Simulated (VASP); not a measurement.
**ScAl3: single point with PBEsol+D3(BJ)**

ScAl3:

```
CELL_PARAMETERS angstrom
4.08781 0.00000 0.00000
0.00000 4.08781 0.00000
0.00000 0.00000 4.08781
ATOMIC_POSITIONS crystal
Sc 0.00000 0.00000 0.00000
Al 0.50000 0.00000 0.50000
Al 0.00000 0.50000 0.50000
Al 0.50000 0.50000 0.00000
```

| Property | Result |
| --- | --- |
| Program | VASP 6.6.1 |
| Task | single point |
| Functional | PBEsol |
| Dispersion | D3(BJ) |
| Potentials or basis | VASP PAW PBE potentials, release 64 (Sc_sv, Al) |
| Cutoff | 520 eV |
| k mesh | 6 × 6 × 6 |
| Occupations | fermi-dirac, width 0.1 eV |
| Spin | no spin polarisation |

* Pressure: -4.4 GPa
* Band gap on the k mesh: zero (bands 10 and 11 overlap by 3.83 eV)
* Dispersion energy per atom: -0.367 eV

Levels at points of the mesh, in eV from the Fermi level:
| k point | band 8 | band 9 | band 10 | band 11 | band 12 | band 13 |
| --- | --- | --- | --- | --- | --- | --- |
| (0.00, 0.00, 0.00) | -1.88 | -1.88 | -1.88 | 1.14 | 1.21 | 1.21 |
| (0.50, 0.00, 0.00) | -1.80 | -1.57 | 0.80 | 0.93 | 0.93 | 1.26 |
| (0.50, 0.50, 0.00) | -4.45 | -0.62 | -0.62 | 1.13 | 1.28 | 1.98 |
| (0.50, 0.50, 0.50) | -4.55 | -3.03 | -3.03 | -3.03 | 0.83 | 2.52 |

Wall time 18 s on 1 thread of AMD EPYC 7R13 Processor (Zen 3), on a shared host, peak memory 0.15 GiB.

Caveat: the cell stands under tension; the PAW data sets were made with another functional, which shifts forces and pressure a little.
